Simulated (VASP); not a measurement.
Wanted: the native input for a VASP 6.6.1 run.

| Item | Value |
| --- | --- |
| Task | relaxation of cell and atoms |
| Functional | PBE |
| Potentials or basis | VASP PAW PBE potentials, release 64 (In_d, As) |
| Cutoff | 600 eV |
| k mesh | 12 × 12 × 12 |
| Occupations | fermi-dirac, width 0.15 eV |
| Spin | no spin polarisation |
| Target pressure | 40 GPa |
| Dipole correction | no |
| Further INCAR settings | ALGO = Normal; EDIFF = 1e-06; IBRION = 2; EDIFFG = -0.001; NSW = 80; ISIF = 3 |

The structure of InAs lies in POSCAR:

```
InAs
1.0
    0.0000000000      3.0937808094      3.0937808094
    3.0937808094      0.0000000000      3.0937808094
    3.0937808094      3.0937808094      0.0000000000
In As
1 1
Direct
    0.0000000000      0.0000000000      0.0000000000
    0.7500000000      0.7500000000      0.7500000000
```

One way to write it, as run:

INCAR

```
PREC = Accurate ; ENCUT = 600
EDIFF = 1E-6 ; ISMEAR = -1
SIGMA = 0.15 ; LREAL = F
LASPH = T ; NELM = 80
ALGO = Normal ; ISIF = 3
LWAVE = F ; LCHARG = F
GGA = PE ; IBRION = 2
NSW = 80 ; EDIFFG = -0.001
PSTRESS = 400.0
```

KPOINTS

```
Automatic mesh
0
Gamma
  12 12 12
```

Potentials or basis: VASP PAW PBE potentials, release 64 (In_d, As).

The run is started by

```console
$ cat potpaw_PBE.64/In_d/POTCAR potpaw_PBE.64/As/POTCAR > POTCAR
$ mpirun -np 1 vasp_std > vasp.out
```

It gave:

The relaxed volume is 20.74 Å³/atom and the relaxed cell is a = 3.885 Å, b = 3.885 Å, c = 3.885 Å, α = 60.00°, β = 60.00°, γ = 60.00°. The space group after relaxing (to 0.1 Å) is F-43m (No. 216), the energy change on relaxing (the run minimises the enthalpy) is +795.7 meV/atom and the ionic steps are 24. The pressure after relaxing is 40.0 GPa and the band gap on the k mesh is 0.92 eV (least direct gap 1.23 eV).

Caveat: the cell is relaxed towards a set pressure, so the run minimises the enthalpy, not the energy; the volume moved by over 15 % at a fixed basis, so the end points are rough; spin-orbit coupling is left out, which moves the levels of the heavy elements.

Wall time 9.2 min on 1 thread of AMD EPYC 7R43 64-Core Processor (Zen 3) (shared host), peak memory 0.25 GiB.
